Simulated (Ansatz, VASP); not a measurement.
## AlN in VASP and in Ansatz

INCAR

```
SYSTEM = AlN
PREC     = Accurate       ! precision mode
ENCUT    = 520            ! plane-wave cutoff, eV
EDIFF    = 1E-7           ! SCF threshold, eV
ISMEAR   = -1             ! smearing method
SIGMA    = 0.05           ! smearing width, eV
LREAL    = .False.        ! projectors in reciprocal space
LASPH    = .True.         ! aspherical terms in the spheres
NELM     = 80             ! most SCF steps
ALGO     = Normal         ! electronic algorithm
ISIF     = 2              ! what is computed and relaxed
LWAVE    = .False.        ! write WAVECAR
LCHARG   = .True.         ! write CHGCAR
GGA      = PS             ! functional
IVDW     = 13             ! dispersion correction
LELF     = .True.         ! ELF
LVHAR    = .True.       
NBANDS   = 11             ! bands
```

The input KPOINTS:

```
Automatic mesh
0
Gamma
  10 10 10
  0 0 0
```

Contents of POSCAR:

```
AlN
1.0
    0.0000000000      2.1544765148      2.1544765148
    2.1544765148      0.0000000000      2.1544765148
    2.1544765148      2.1544765148      0.0000000000
Al N
1 1
Direct
    0.0000000000      0.0000000000      0.0000000000
    0.2500000000      0.2500000000      0.2500000000
```

input.yaml

```yaml
crystal:
  lattice:
    - [0.0, 2.1544765148, 2.1544765148]
    - [2.1544765148, 0.0, 2.1544765148]
    - [2.1544765148, 2.1544765148, 0.0]
  atoms:
    - { symbol: Al, position: [0.0, 0.0, 0.0] }
    - { symbol: "N", position: [0.25, 0.25, 0.25] }
hamiltonian:
  xc: pbesol
  pseudopotentials: { kind: paw }
  dispersion: d4
kpoints:
  mp_grid: { grid: [10, 10, 10] }
scf:
  occupations: { method: fermi_dirac, width: 0.05 }
output:
  forces: true
  stress: true
  eigenvalues: true
```

Alike in both runs: task single point; functional PBEsol; dispersion D4; k mesh 10 × 10 × 10; occupations fermi-dirac, width 0.05 eV; no spin polarisation.

|  | VASP | Ansatz |
| --- | --- | --- |
| version | VASP 6.6.1 | Ansatz 0.2.0 |
| potentials or method | VASP PAW PBE potentials, release 64 (Al, N) | Ansatz PAW |
| plane-wave cutoff (eV) | 520 | 420 |
| valence electrons in the cell | 8 | 8 |

Ansatz gave:

```
gap on the k mesh at the Fermi level (eV) : 3.21
least direct gap on the mesh (eV)         : 4.48
pressure (GPa)                            : 7.6
```

Task: Estimate VASP's values.

Result: gap on the k mesh at the Fermi level (eV): 3.20; least direct gap on the mesh (eV): 4.50; pressure (GPa): 7.6.

VASP's potentials were made for PBE, not for PBEsol.
